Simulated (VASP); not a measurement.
# MoH6 (F222) in VASP: notebook

MoH6 is run at these levels: PBE; tasks: relaxation of cell and atoms, single point.

All numbers are computed with VASP 6.6.1; they aren't measurements. Logs are shortened: lines on timing, memory, paths and dates and some standing lists are left out, and cuts for length are marked.

**1. The cell of the first run**

Symmetry: F222, No. 22, orthorhombic system. The conventional cell has a = 3.274 Å, b = 5.687 Å, c = 12.163 Å, α = 90.00°, β = 90.00°, γ = 90.00°. Within 2.6 Å of H (site symmetry 2) lie 9 H at 1.89 to 2.54 Å and 3 Mo at 1.89 Å. Within 1.2 Å of H (site symmetry 1) lie 1 H at 0.87 Å. Mo (site symmetry 222) has 10 H at 1.82 to 1.89 Å within 2.4 Å.

The cell was generated, and may not be a known phase.

**2. Relaxation of cell and atoms, PBE**

INCAR reads:

```
SYSTEM = MoH6
ALGO     = Normal         ! electronic algorithm
EDIFF    = 1E-7           ! SCF threshold, eV
EDIFFG   = -0.01          ! ionic threshold
ENCUT    = 600            ! plane-wave cutoff, eV
GGA      = PE             ! functional
IBRION   = 2              ! ionic algorithm
ISIF     = 3              ! what is computed and relaxed
ISMEAR   = 0              ! smearing method
LASPH    = .True.         ! aspherical terms in the spheres
LCHARG   = .False.        ! write CHGCAR
LREAL    = .False.        ! projectors in reciprocal space
LWAVE    = .False.        ! write WAVECAR
NELM     = 60             ! most SCF steps
NSW      = 100            ! ionic steps
PREC     = Accurate       ! precision mode
SIGMA    = 0.1            ! smearing width, eV
```

KPOINTS reads:

```
k-points
0
Gamma
  12 12 12
  0 0 0
```

POSCAR reads:

```
MoH6
1.0
    0.0000000000      2.8436449836      6.0813547812
    1.6370589789      0.0000000000      6.0813547812
    1.6370589789      2.8436449836      0.0000000000
H Mo
6 1
Direct
    0.5831352269      0.9168647731      0.5831352269
    0.9168647731      0.5831352269      0.9168647731
    0.2534623281      0.9551751485      0.3505469640
    0.3505469640      0.4408155594      0.2534623281
    0.9551751485      0.2534623281      0.4408155594
    0.4408155594      0.3505469640      0.9551751485
    0.2500000000      0.2500000000      0.2500000000
```

Potentials or basis: VASP PAW PBE potentials, release 64 (H, Mo_sv).

Command:

```sh
$ cat potpaw_PBE.64/H/POTCAR potpaw_PBE.64/Mo_sv/POTCAR > POTCAR
$ mpirun -np 1 vasp_std > vasp.out
```

OUTCAR:

```text
SYSTEM = MoH6
   EDIFF = 1E-7
   EDIFFG = -0.01
   ENCUT = 600
   GGA = PE
   IBRION = 2
   ISIF = 3
   ISMEAR = 0
   LASPH = .True.
   LREAL = .False.
   NELM = 60
   NSW = 100
   PREC = Accurate

 ion  position               nearest neighbor table
   1  0.583  0.917  0.583-   7 1.89   7 1.89   7 1.89
   2  0.917  0.583  0.917-   7 1.89   7 1.89   7 1.89
   3  0.253  0.955  0.351-   5 0.87   7 1.82
   4  0.351  0.441  0.253-   6 0.87   7 1.82
   5  0.955  0.253  0.441-   3 0.87   7 1.82
   6  0.441  0.351  0.955-   4 0.87   7 1.82
   7  0.250  0.250  0.250-   3 1.82   4 1.82   5 1.82   6 1.82   2 1.89   2 1.89   1 1.89   1 1.89
                             1 1.89   2 1.89

  LATTYP: Found a face centered orthorhombic cell.
 ALAT       =     3.2741179578
 B/A-ratio  =     1.7370449203
 C/A-ratio  =     3.7148049396

  Lattice vectors:

 A1 = (   0.0000000000,   2.8436449836,   6.0813547812)
 A2 = (   1.6370589789,   0.0000000000,   6.0813547812)
 A3 = (   1.6370589789,   2.8436449836,   0.0000000000)

Analysis of symmetry for initial positions (statically):
=====================================================================
 Subroutine PRICEL returns:
 Original cell was already a primitive cell.

 Routine SETGRP: Setting up the symmetry group for a
 face centered orthorhombic supercell.

 Subroutine GETGRP returns: Found  4 space group operations
 (whereof  4 operations were pure point group operations)
 out of a pool of  8 trial point group operations.

The static configuration has the point symmetry D_2 .

Analysis of symmetry for dynamics (positions and initial velocities):
=====================================================================
 Subroutine PRICEL returns:
 Original cell was already a primitive cell.

 Routine SETGRP: Setting up the symmetry group for a
 face centered orthorhombic supercell.

 Subroutine GETGRP returns: Found  4 space group operations
 (whereof  4 operations were pure point group operations)
 out of a pool of  8 trial point group operations.

The dynamic configuration has the point symmetry D_2 .

 Subroutine INISYM returns: Found  4 space group operations
 (whereof  4 operations are pure point group operations),
 and found     1 'primitive' translations

----------------------------------------------------------------------------------------

                                     Primitive cell

  volume of cell :      56.6200

  direct lattice vectors                    reciprocal lattice vectors
     0.000000000  2.843644984  6.081354781    -0.305425771  0.175830669  0.082218522
     1.637058979  0.000000000  6.081354781     0.305425771 -0.175830669  0.082218522
     1.637058979  2.843644984  0.000000000     0.305425771  0.175830669 -0.082218522

  length of vectors
     6.713359276  6.297843923  3.281200831     0.361885632  0.361885632  0.361885632

  position of ions in fractional coordinates (direct lattice)
     0.583135227  0.916864773  0.583135227
     0.916864773  0.583135227  0.916864773
     0.253462328  0.955175148  0.350546964
     0.350546964  0.440815559  0.253462328
     0.955175148  0.253462328  0.440815559
     0.440815559  0.350546964  0.955175148
     0.250000000  0.250000000  0.250000000

  ion indices of the primitive-cell ions
   primitive index   ion index
                 1           1
                 2           2
                 3           3
                 4           4
                 5           5
                 6           6
                 7           7

----------------------------------------------------------------------------------------

 KPOINTS: k-points

Automatic generation of k-mesh.
 Grid dimensions read from file:
 generate k-points for:   12   12   12

 Generating k-lattice:

  Cartesian coordinates                     Fractional coordinates (reciprocal lattice)
    -0.025452148  0.014652556  0.006851543     0.083333333  0.000000000  0.000000000
     0.025452148 -0.014652556  0.006851543    -0.000000000  0.083333333 -0.000000000
     0.025452148  0.014652556 -0.006851543     0.000000000  0.000000000  0.083333333

  Length of vectors
     0.030157136  0.030157136  0.030157136

  Shift w.r.t. Gamma in fractional coordinates (k-lattice)
     0.000000000  0.000000000  0.000000000

 Subroutine IBZKPT returns following result:
 ===========================================

 Found    280 irreducible k-points:

 Following reciprocal coordinates:
            Coordinates               Weight
  0.000000  0.000000  0.000000      1.000000
  0.083333  0.000000 -0.000000      8.000000
  0.166667  0.000000  0.000000      8.000000
  0.250000  0.000000  0.000000      8.000000
  0.333333 -0.000000 -0.000000      8.000000
  0.416667  0.000000 -0.000000      8.000000
[... 16 lines left out ...]
  0.500000  0.166667 -0.000000      8.000000
 -0.416667  0.166667  0.000000      8.000000
 [... further k-points ...]
   k-points           NKPTS =    280   k-points in BZ     NKDIM =    280   number of bands    NBANDS=     14
   number of dos      NEDOS =    301   number of ions     NIONS =      7
   total plane-waves  NPLWV =  75600
   dimension x,y,z NGX =    54 NGY =   50 NGZ =   28
   dimension x,y,z NGXF=   108 NGYF=  100 NGZF=   56
   ions per type =               6   1
   NGX,Y,Z   is equivalent  to a cutoff of  13.37, 13.20, 14.19 a.u.
   NGXF,Y,Z  is equivalent  to a cutoff of  26.74, 26.40, 28.37 a.u.
 SYSTEM =  MoH6
   PREC   = accura    normal or accurate (medium, high low for compatibility)
   ISTART =      0    job   : 0-new  1-cont  2-samecut
   ICHARG =      2    charge: 1-file 2-atom 10-const
   ISPIN  =      1    spin polarized calculation?
   LNONCOLLINEAR =      F non collinear calculations
   LSORBIT =      F    spin-orbit coupling
   LASPH  =      T    aspherical Exc in radial PAW
   ENCUT  =  600.0 eV  44.10 Ry    6.64 a.u.  13.41 12.58  6.55*2*pi/ulx,y,z
   NELM   =     60;   NELMIN=  2; NELMDL= -5     # of ELM steps
   EDIFF  = 0.1E-06   stopping-criterion for ELM
   LREAL  =      F    real-space projection
   EDIFFG = -.1E-01   stopping-criterion for IOM
   NSW    =    100    number of steps for IOM
   IBRION =      2    ionic relax: 0-MD 1-quasi-New 2-CG
   NFREE  =      1    steps in history (QN), initial steepest desc. (CG)
   ISIF   =      3    stress and relaxation
   ISYM   =      2    0-nonsym 1-usesym 2-fastsym
   POTIM  = 0.5000    time-step for ionic-motion
   TEBEG  =    0.0;   TEEND  =   0.0 temperature during run
   PSTRESS=    0.0 pullay stress
   NELECT =      20.0000    total number of electrons
   NUPDOWN=      -1.0000    fix difference up-down
   EMIN   =  10.00;   EMAX   =-10.00  energy-range for DOS
   EFERMI =   0.00;   METHOD = LEGACY
   ISMEAR =     0;   SIGMA  =   0.10  broadening in eV -4-tet -1-fermi 0-gaus
   EFERMI_NEDOS =   21; number of points for ismear=-14 and -15
   IALGO  =     38    algorithm
   IMIX   =      4    mixing-type and parameters
     AMIX     =   0.40;   BMIX     =  1.00
     AMIX_MAG =   1.60;   BMIX_MAG =  1.00
  volume/ion in A,a.u.               =       8.09        54.58
  Fermi-wavevector in a.u.,A,eV,Ry     =   1.157253  2.186890 18.221378  1.339233
  Thomas-Fermi vector in A             =   2.293866
   LORBIT       =      0    0 simple, 1 ext, 2 COOP (PROOUT), +10 PAW based schemes
   GGA     = PE    functional components
   LHFCALC =     F    Hartree Fock is set to
   AEXX    =    0.0000 exact exchange contribution
   IVDW    =     0    specifies the selected vdW correction
   LEPSILON=     F    determine dielectric tensor
   LRPA    =     F    only Hartree local field effects (RPA)
 conjugate gradient relaxation of ions
 non-spin polarized calculation
 Gauss-broadening in eV      SIGMA  =   0.10
  energy-cutoff  :      600.00
  volume of cell :       56.62
 maximum number of plane-waves:      1918
 NGX is ok and might be reduce to    54
   NGX = 27   NGY = 25   NGZ = 13

--------------------------------------- Ionic step        1  -------------------------------------------

 number of electron      20.0000000 magnetization

 Free energy of the ion-electron system (eV)
  ---------------------------------------------------
  ext. energy  EPLUGINS =         0.00000000
  ---------------------------------------------------
  free energy    TOTEN  =       -29.80365432 eV

  energy without entropy =      -29.79455096  energy(sigma->0) =      -29.79910264

------------------------ aborting loop because EDIFF is reached ----------------------------------------

  FORCE on cell =-STRESS in cart. coord.  units (eV):
  Direction    XX          YY          ZZ          XY          YZ          ZX
  --------------------------------------------------------------------------------------
  -------------------------------------------------------------------------------------
  Total       -0.0943655     -0.2002424      0.3865115      0.0000000      0.0000000      0.0000000
  in kB       -2.6702601     -5.6662615     10.9371208      0.0000000      0.0000000      0.0000000
  external PRESSURE =       0.8668664 kB  Pullay stress =       0.0000000 kB
[... 231 lines left out ...]
  energy  without entropy=      -29.7958970055  energy(sigma->0) =      -29.80047429

--------------------------------------- Ionic step        7  -------------------------------------------

 number of electron      20.0000000 magnetization

 Free energy of the ion-electron system (eV)
  ---------------------------------------------------
  ext. energy  EPLUGINS =         0.00000000
  ---------------------------------------------------
  free energy    TOTEN  =       -29.80518036 eV

  energy without entropy =      -29.79601998  energy(sigma->0) =      -29.80060017

 E-fermi :   2.7708     XC(G=0):  -8.6780

 val. band max:        2.7673977645   @ k =   0.3333   0.0833   0.1667
 cond. band min:       2.7737359725   @ k =   0.4167   0.1667   0.1667
 fundamental gap:      0.0063382079
 Fermi energy:         2.7707784905

 k-point     1 :       0.0000    0.0000    0.0000
  band No.  band energies     occupation
      1     -58.0845      2.00000
      2     -32.1897      2.00000
      3     -32.1557      2.00000
      4     -32.1431      2.00000
      5      -7.7388      2.00000
      6      -5.9602      2.00000
      7      -5.0533      2.00000
      8       1.3507      2.00000
      9       1.3541      2.00000
     10       3.0750      0.00002
     11       3.1272      0.00000
     12       3.5989      0.00000
     13       4.7183      0.00000
     14       8.1909      0.00000
[... 375 lines left out ...]
 k-point    24 :      -0.4167    0.1667    0.0000
  band No.  band energies     occupation
      1     -58.0568      2.00000
      2     -32.4497      2.00000
      3     -32.2159      2.00000
      4     -32.1566      2.00000
      5      -5.9578      2.00000
      6      -4.4820      2.00000
      7      -4.0566      2.00000
      8      -2.4023      2.00000
      9       0.2528      2.00000
     10       2.5771      1.99384
     11       3.9454      0.00000
     12       5.3291      0.00000
     13       6.3810      0.00000
     14       8.0798      0.00000

 [... further k-points ...]

------------------------ aborting loop because EDIFF is reached ----------------------------------------

  FORCE on cell =-STRESS in cart. coord.  units (eV):
  Direction    XX          YY          ZZ          XY          YZ          ZX
  --------------------------------------------------------------------------------------
  -------------------------------------------------------------------------------------
  Total        0.0133881      0.0188131      0.0517764      0.0000000      0.0000000      0.0000000
  in kB        0.3788976      0.5324309      1.4653294      0.0000000      0.0000000      0.0000000
  external PRESSURE =       0.7922193 kB  Pullay stress =       0.0000000 kB
[... 22 lines left out ...]
  FREE ENERGIE OF THE ION-ELECTRON SYSTEM (eV)
  ---------------------------------------------------
  free  energy   TOTEN  =       -29.8051803581 eV

  energy  without entropy=      -29.7960199824  energy(sigma->0) =      -29.80060017

 reached required accuracy - stopping structural energy minimisation
```

Wall time 28 min (1 thread of Intel Xeon 8259CL, shared host); peak memory 0.48 GiB.

What came out:

* Free energy: -29.8052 eV
* Relaxed volume: 8.09 Å³/atom
* Relaxed cell: a = 6.731 Å, b = 6.321 Å, c = 3.272 Å, α = 82.56°, β = 68.62°, γ = 28.82°
* Space group after relaxing (to 0.1 Å): F222 (No. 22)
* Energy gained by relaxing: 0.2 meV/atom
* Ionic steps: 7
* Pressure after relaxing: 0.1 GPa
* Largest force after relaxing: 0.009 eV/Å
* Band gap on the k mesh: zero (bands 10 and 11 overlap by 0.36 eV)

Forces on the atoms (eV/Å):
```
H    0.000  0.002  0.000
H    0.000 -0.002  0.000
H    0.007  0.006  0.000
H   -0.007  0.006  0.000
H   -0.007 -0.006  0.000
H    0.007 -0.006  0.000
Mo   0.000  0.000  0.000
```

Step by step:
```tsv
step	energy change (eV)	largest force (eV/Å)	pressure (GPa)	volume (Å³)
1	0.0000	0.0491	0.09	56.62
2	-0.0011	0.0233	-0.08	56.66
3	-0.0012	0.0324	-0.14	56.67
4	-0.0013	0.0215	0.06	56.61
5	-0.0013	0.0168	0.01	56.62
6	-0.0014	0.0144	0.03	56.62
7	-0.0015	0.0093	0.08	56.61
```

Final structure:
```
H Mo
1.0
     0.00000    2.83390    6.10540
     1.63598    0.00000    6.10540
     1.63598    2.83390    0.00000
H Mo
6 1
Direct
  0.58330 0.91670 0.58330
  0.91670 0.58330 0.91670
  0.25289 0.95554 0.35231
  0.35231 0.43926 0.25289
  0.95554 0.25289 0.43926
  0.43926 0.35231 0.95554
  0.25000 0.25000 0.25000
```

Levels at points of the mesh, in eV from the Fermi level:
```tsv
k point	band 7	band 8	band 9	band 10	band 11	band 12	band 13	band 14
(0.00, 0.00, 0.00)	-7.82	-1.42	-1.42	0.30	0.36	0.83	1.95	5.42
(0.50, 0.00, 0.00)	-6.73	-5.10	-2.73	-0.23	1.47	2.39	3.20	5.12
(0.50, 0.50, 0.00)	-8.45	-1.42	-1.42	0.33	0.35	0.83	4.61	4.73
(0.50, 0.00, 0.50)	-6.73	-5.11	-2.63	-0.35	1.47	2.24	2.60	5.70
(0.00, 0.50, 0.50)	-6.78	-5.09	-2.79	-0.27	1.47	2.71	3.82	4.50
```

(Part 1 of 2 ends here.)

The gap in the log of VASP goes by the Fermi energy; the results here count the filled bands.